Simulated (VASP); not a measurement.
# KI (I4/mmm) in VASP: single point with HSE06

Aim: the single point of KI with HSE06.

Everything below comes from runs of VASP 6.6.1. Logs are shortened: lines on timing, memory, paths and dates and some standing lists are left out, and cuts for length are marked.

### 1 The cell of the first run

Symmetry: I4/mmm, No. 139, tetragonal system. Conventional cell: a = 5.013 Å, b = 5.013 Å, c = 7.475 Å, α = 90.00°, β = 90.00°, γ = 90.00°. K (site symmetry 4/mmm) has 6 I at 3.54 to 3.74 Å within 4.7 Å. Within 4.7 Å of I (site symmetry 4/mmm) lie 6 K at 3.54 to 3.74 Å.

### 2 Single point, HSE06 (uniaxial x strain +5.5%)

Contents of POSCAR:

```
KI
1.0
    0.0000000000      3.5445661365      3.5445661365
    3.7377449909      0.0000000000      3.5445661365
    3.7377449909      3.5445661365      0.0000000000
K I
1 1
Direct
    0.0000000000      0.0000000000      0.0000000000
    0.5000000000      0.5000000000      0.5000000000
```

Contents of INCAR.step1:

```
SYSTEM = KI
ALGO = Normal ; EDIFF = 1E-5
ENCUT = 520 ; GGA = PE
ISIF = 2 ; ISMEAR = 0
LASPH = .TRUE. ; LCHARG = .FALSE.
LREAL = .FALSE. ; LWAVE = .TRUE.
NBANDS = 15 ; NELM = 100
PREC = Accurate ; SIGMA = 0.01
```

Contents of INCAR.step2:

```
SYSTEM = KI
ALGO = Normal ; EDIFF = 1E-7
ENCUT = 520 ; GGA = PE
HFSCREEN = 0.2079 ; ISIF = 2
ISMEAR = 0 ; ISTART = 1
LASPH = .TRUE. ; LCHARG = .FALSE.
LHFCALC = .TRUE. ; LREAL = .FALSE.
LWAVE = .FALSE. ; NBANDS = 15
NELM = 100 ; PREC = Accurate
PRECFOCK = Normal ; SIGMA = 0.01
```

Contents of KPOINTS:

```
k-points
0
G
  4 4 4
  0 0 0
```

Potentials or basis: VASP PAW PBE potentials, release 64 (K_sv, I).

The run is started by

```bash
cat potpaw_PBE.64/K_sv/POTCAR potpaw_PBE.64/I/POTCAR > POTCAR
cp INCAR.step1 INCAR
mpirun -np 1 vasp_std > vasp.out
cp INCAR.step2 INCAR
mpirun -np 1 vasp_std > vasp.out
```

OUTCAR:

```text
SYSTEM = KI
   EDIFF = 1E-7
   ENCUT = 520
   GGA = PE
   HFSCREEN = 0.2079
   ISIF = 2
   ISMEAR = 0
   ISTART = 1
   LASPH = .TRUE.
   LHFCALC = .TRUE.
   LREAL = .FALSE.
   NELM = 100
   PREC = Accurate
   PRECFOCK = Normal

 ion  position               nearest neighbor table
   1  0.000  0.000  0.000-   2 3.54   2 3.54   2 3.54   2 3.54
   2  0.500  0.500  0.500-   1 3.54   1 3.54   1 3.54   1 3.54

  LATTYP: Found a body centered tetragonal cell.
 ALAT       =     5.0127735030
 C/A-ratio  =     1.4912882015

  Lattice vectors:

 A1 = (   3.7377449909,   0.0000000000,   3.5445661365)
 A2 = (   3.7377449909,   0.0000000000,  -3.5445661365)
 A3 = (  -3.7377449909,   3.5445661365,   0.0000000000)

Analysis of symmetry for initial positions (statically):
=====================================================================
 Subroutine PRICEL returns:
 Original cell was already a primitive cell.

 Routine SETGRP: Setting up the symmetry group for a
 body centered tetragonal supercell.

 Subroutine GETGRP returns: Found 16 space group operations
 (whereof 16 operations were pure point group operations)
 out of a pool of 16 trial point group operations.

The static configuration has the point symmetry D_4h.

Analysis of symmetry for dynamics (positions and initial velocities):
=====================================================================
 Subroutine PRICEL returns:
 Original cell was already a primitive cell.

 Routine SETGRP: Setting up the symmetry group for a
 body centered tetragonal supercell.

 Subroutine GETGRP returns: Found 16 space group operations
 (whereof 16 operations were pure point group operations)
 out of a pool of 16 trial point group operations.

The dynamic configuration has the point symmetry D_4h.

 Subroutine INISYM returns: Found 16 space group operations
 (whereof 16 operations are pure point group operations),
 and found     1 'primitive' translations

----------------------------------------------------------------------------------------

                                     Primitive cell

  volume of cell :      93.9217

  direct lattice vectors                    reciprocal lattice vectors
     0.000000000  3.544566136  3.544566136    -0.133770496  0.141060988  0.141060988
     3.737744991  0.000000000  3.544566136     0.133770496 -0.141060988  0.141060988
     3.737744991  3.544566136  0.000000000     0.133770496  0.141060988 -0.141060988

  length of vectors
     5.012773503  5.151183040  5.151183040     0.240189404  0.240189404  0.240189404

  position of ions in fractional coordinates (direct lattice)
     0.000000000  0.000000000  0.000000000
     0.500000000  0.500000000  0.500000000

  ion indices of the primitive-cell ions
   primitive index   ion index
                 1           1
                 2           2

----------------------------------------------------------------------------------------

 KPOINTS: k-points

Automatic generation of k-mesh.
 Grid dimensions read from file:
 generate k-points for:    4    4    4

 Generating k-lattice:

  Cartesian coordinates                     Fractional coordinates (reciprocal lattice)
    -0.033442624  0.035265247  0.035265247     0.250000000  0.000000000  0.000000000
     0.033442624 -0.035265247  0.035265247     0.000000000  0.250000000  0.000000000
     0.033442624  0.035265247 -0.035265247     0.000000000  0.000000000  0.250000000

  Length of vectors
     0.060047351  0.060047351  0.060047351

  Shift w.r.t. Gamma in fractional coordinates (k-lattice)
     0.000000000  0.000000000  0.000000000

 Subroutine IBZKPT returns following result:
 ===========================================

 Found     13 irreducible k-points:

 Following reciprocal coordinates:
            Coordinates               Weight
  0.000000  0.000000  0.000000      1.000000
  0.250000 -0.000000 -0.000000      8.000000
  0.500000 -0.000000 -0.000000      4.000000
  0.250000  0.250000  0.000000      4.000000
  0.500000  0.250000 -0.000000     16.000000
 -0.250000  0.250000  0.000000      8.000000
  0.500000  0.500000  0.000000      2.000000
  0.000000  0.250000  0.250000      2.000000
  0.500000  0.250000  0.250000      4.000000
 -0.250000  0.250000  0.250000      8.000000
 -0.250000  0.500000  0.250000      4.000000
  0.500000 -0.250000  0.250000      2.000000
  0.000000  0.500000  0.500000      1.000000
   k-points           NKPTS =     13   k-points in BZ     NKDIM =     64   number of bands    NBANDS=     15
   number of dos      NEDOS =    301   number of ions     NIONS =      2
   total plane-waves  NPLWV =  64000
   dimension x,y,z NGX =    40 NGY =   40 NGZ =   40
   dimension x,y,z NGXF=    80 NGYF=   80 NGZF=   80
   ions per type =               1   1
   NGX,Y,Z   is equivalent  to a cutoff of  13.27, 12.91, 12.91 a.u.
   NGXF,Y,Z  is equivalent  to a cutoff of  26.53, 25.82, 25.82 a.u.
 SYSTEM =  KI
   PREC   = accura    normal or accurate (medium, high low for compatibility)
   ISTART =      1    job   : 0-new  1-cont  2-samecut
   ICHARG =      0    charge: 1-file 2-atom 10-const
   ISPIN  =      1    spin polarized calculation?
   LNONCOLLINEAR =      F non collinear calculations
   LSORBIT =      F    spin-orbit coupling
   LASPH  =      T    aspherical Exc in radial PAW
   ENCUT  =  520.0 eV  38.22 Ry    6.18 a.u.   9.32  9.58  9.58*2*pi/ulx,y,z
   NELM   =    100;   NELMIN=  2; NELMDL=  0     # of ELM steps
   EDIFF  = 0.1E-06   stopping-criterion for ELM
   LREAL  =      F    real-space projection
   EDIFFG = 0.1E-05   stopping-criterion for IOM
   NSW    =      0    number of steps for IOM
   IBRION =     -1    ionic relax: 0-MD 1-quasi-New 2-CG
   NFREE  =      0    steps in history (QN), initial steepest desc. (CG)
   ISIF   =      2    stress and relaxation
   ISYM   =      3    0-nonsym 1-usesym 2-fastsym
   POTIM  = 0.5000    time-step for ionic-motion
   TEBEG  =    0.0;   TEEND  =   0.0 temperature during run
   PSTRESS=    0.0 pullay stress
   NELECT =      16.0000    total number of electrons
   NUPDOWN=      -1.0000    fix difference up-down
   EMIN   =  10.00;   EMAX   =-10.00  energy-range for DOS
   EFERMI =   0.00;   METHOD = LEGACY
   ISMEAR =     0;   SIGMA  =   0.01  broadening in eV -4-tet -1-fermi 0-gaus
   EFERMI_NEDOS =   21; number of points for ismear=-14 and -15
   IALGO  =     38    algorithm
   IMIX   =      1    mixing-type and parameters
     AMIX     =   0.40;   BMIX     =  1.00
     AMIX_MAG =   1.60;   BMIX_MAG =  1.00
  volume/ion in A,a.u.               =      46.96       316.91
  Fermi-wavevector in a.u.,A,eV,Ry     =   0.907527  1.714977 11.205829  0.823605
  Thomas-Fermi vector in A             =   2.031345
   LORBIT       =      0    0 simple, 1 ext, 2 COOP (PROOUT), +10 PAW based schemes
   GGA     = PE    functional components
   LHFCALC =     T    Hartree Fock is set to
   PRECFOCK=normal    Normal, Fast or Accurate (Low or Medium for compatibility)
   ENCUT4O =  -1.0   cutoff for four orbital integrals eV
   NKREDX  =     1    reduce k-point grid by
   NKREDY  =     1    reduce k-point grid by
   NKREDZ  =     1    reduce k-point grid by
   AEXX    =    0.2500 exact exchange contribution
   HFSCREEN=    0.2079 screening length (either q_TF or 0.3 A-1)
   HFSCREENC=   0.2079 screening length for correlation (either q_TF or 0.3 A-1)
   ENCUTFOCK=  -1.0 apply spherical cutoff to Coloumb kernel
   IVDW    =     0    specifies the selected vdW correction
   LEPSILON=     F    determine dielectric tensor
   LRPA    =     F    only Hartree local field effects (RPA)
 non-spin polarized calculation
 Gauss-broadening in eV      SIGMA  =   0.01
  energy-cutoff  :      520.00
  volume of cell :       93.92
 maximum number of plane-waves:      2554
 NGX is ok and might be reduce to    40
  NGX = 28; NGY = 30; NGZ = 30

 number of electron      16.0000002 magnetization

 Free energy of the ion-electron system (eV)
  ---------------------------------------------------
  ext. energy  EPLUGINS =         0.00000000
  ---------------------------------------------------
  free energy    TOTEN  =        -6.39263582 eV

  energy without entropy =       -6.39263582  energy(sigma->0) =       -6.39263582

 E-fermi :  -1.3984     XC(G=0):  -5.8447

 val. band max:       -1.4539644831   @ k =   0.0000   0.0000   0.0000
 cond. band min:       3.3459230569   @ k =   0.0000   0.0000   0.0000
 fundamental gap:      4.7998875400
 Fermi energy:        -1.3984357626

 k-point     1 :       0.0000    0.0000    0.0000
  band No.  band energies     occupation
      1     -32.3942      2.00000
      2     -14.5231      2.00000
      3     -14.5204      2.00000
      4     -14.5204      2.00000
      5     -12.7526      2.00000
      6      -1.4546      2.00000
      7      -1.4546      2.00000
      8      -1.4540      2.00000
      9       3.3459      0.00000
     10       6.0002      0.00000
     11       6.3078      0.00000
     12       6.3078      0.00000
     13       6.8931      0.00000
     14       7.1069      0.00000
     15       9.2625      0.00000

 k-point     2 :       0.2500   -0.0000   -0.0000
  band No.  band energies     occupation
      1     -32.3935      2.00000
      2     -14.5821      2.00000
      3     -14.5244      2.00000
      4     -14.5195      2.00000
      5     -12.6285      2.00000
      6      -2.1566      2.00000
      7      -1.6143      2.00000
      8      -1.6054      2.00000
      9       4.4266      0.00000
     10       6.1410      0.00000
     11       6.6999      0.00000
     12       6.9029      0.00000
     13       7.5468      0.00000
     14       7.7510      0.00000
     15       9.8534      0.00000

 k-point     3 :       0.5000   -0.0000   -0.0000
  band No.  band energies     occupation
      1     -32.3927      2.00000
      2     -14.6370      2.00000
      3     -14.5263      2.00000
      4     -14.5186      2.00000
      5     -12.5082      2.00000
      6      -2.7015      2.00000
      7      -1.7621      2.00000
      8      -1.7459      2.00000
      9       4.9574      0.00000
     10       7.2119      0.00000
     11       7.4715      0.00000
     12       7.8529      0.00000
     13       8.5431      0.00000
     14       8.5570      0.00000
     15       8.7992      0.00000

 k-point     4 :       0.2500    0.2500    0.0000
  band No.  band energies     occupation
      1     -32.3932      2.00000
      2     -14.5708      2.00000
      3     -14.5299      2.00000
      4     -14.5292      2.00000
      5     -12.6204      2.00000
      6      -2.1998      2.00000
      7      -1.6882      2.00000
      8      -1.6414      2.00000
      9       4.6691      0.00000
     10       5.1982      0.00000
     11       7.3967      0.00000
     12       7.4878      0.00000
     13       7.6876      0.00000
     14       7.7407      0.00000
     15      10.1678      0.00000
[... 109 lines left out ...]
 k-point    11 :      -0.2500    0.5000    0.2500
  band No.  band energies     occupation
      1     -32.3923      2.00000
      2     -14.5661      2.00000
      3     -14.5456      2.00000
      4     -14.5447      2.00000
      5     -12.5587      2.00000
      6      -2.1539      2.00000
      7      -2.1251      2.00000
      8      -2.0469      2.00000
      9       6.0471      0.00000
     10       6.1400      0.00000
     11       6.1420      0.00000
     12       7.7359      0.00000
     13       8.5832      0.00000
     14       9.4657      0.00000
     15       9.7866      0.00000

 k-point    12 :       0.5000   -0.2500    0.2500
  band No.  band energies     occupation
      1     -32.3921      2.00000
      2     -14.5485      2.00000
      3     -14.5485      2.00000
      4     -14.5484      2.00000
      5     -12.5811      2.00000
      6      -2.1694      2.00000
      7      -2.1694      2.00000
      8      -1.9321      2.00000
      9       5.9273      0.00000
     10       5.9273      0.00000
     11       6.1179      0.00000
     12       7.6230      0.00000
     13       8.5278      0.00000
     14       9.5240      0.00000
     15       9.7025      0.00000

 k-point    13 :       0.0000    0.5000    0.5000
  band No.  band energies     occupation
      1     -32.3926      2.00000
      2     -14.5560      2.00000
      3     -14.5324      2.00000
      4     -14.5324      2.00000
      5     -12.6268      2.00000
      6      -2.4356      2.00000
      7      -1.7608      2.00000
      8      -1.7608      2.00000
      9       4.6081      0.00000
     10       5.2310      0.00000
     11       7.8664      0.00000
     12       7.9571      0.00000
     13       8.4909      0.00000
     14       9.5980      0.00000
     15       9.5980      0.00000

------------------------ aborting loop because EDIFF is reached ----------------------------------------

  FORCE on cell =-STRESS in cart. coord.  units (eV):
  Direction    XX          YY          ZZ          XY          YZ          ZX
  --------------------------------------------------------------------------------------
  -------------------------------------------------------------------------------------
  Total       -0.4739549      0.0423611      0.0423611      0.0000000      0.0000000      0.0000000
  in kB       -8.0850325      0.7226238      0.7226238      0.0000000      0.0000000      0.0000000
  external PRESSURE =      -2.2132617 kB  Pullay stress =       0.0000000 kB

 VOLUME and BASIS-vectors are now :
 -----------------------------------------------------------------------------
  energy-cutoff  :      520.00
  volume of cell :       93.92
      direct lattice vectors                 reciprocal lattice vectors
     0.000000000  3.544566136  3.544566136    -0.133770496  0.141060988  0.141060988
     3.737744991  0.000000000  3.544566136     0.133770496 -0.141060988  0.141060988
     3.737744991  3.544566136  0.000000000     0.133770496  0.141060988 -0.141060988

 POSITION                                       TOTAL-FORCE (eV/Angst)
 -----------------------------------------------------------------------------------
      0.00000      0.00000      0.00000        -0.000000      0.000000      0.000000
      3.73774      3.54457      3.54457         0.000000      0.000000      0.000000
 -----------------------------------------------------------------------------------
    total drift:                               -0.000000     -0.000000     -0.000000

  FREE ENERGIE OF THE ION-ELECTRON SYSTEM (eV)
  ---------------------------------------------------
  free  energy   TOTEN  =        -6.3926358202 eV

  energy  without entropy=       -6.3926358202  energy(sigma->0) =       -6.39263582
```

Run time: 25 min. Hardware: 1 thread of AMD EPYC 7R13 (Zen 3), shared host; peak memory 0.3 GiB.

What came out:

* Free energy: -6.3926 eV
* Pressure: -0.2 GPa
* Band gap on the k mesh: 4.80 eV

Levels at points of the mesh, in eV from the valence-band top:
```tsv
k point	band 5	band 6	band 7	band 8	band 9	band 10	band 11	band 12
(0.00, 0.00, 0.00)	-11.30	0.00	0.00	0.00	4.80	7.45	7.76	7.76
(0.50, 0.00, 0.00)	-11.05	-1.25	-0.31	-0.29	6.41	8.67	8.93	9.31
(0.50, 0.50, 0.00)	-11.15	-0.95	-0.42	-0.34	6.01	6.70	9.42	9.65
(0.00, 0.50, 0.50)	-11.17	-0.98	-0.31	-0.31	6.06	6.68	9.32	9.41
```

Caveat: the cell differs from its parent crystal (uniaxial x strain +5.5%); the PAW data sets were made with another functional, which shifts forces and pressure a little; spin-orbit coupling is left out, which moves the levels of the heavy elements.
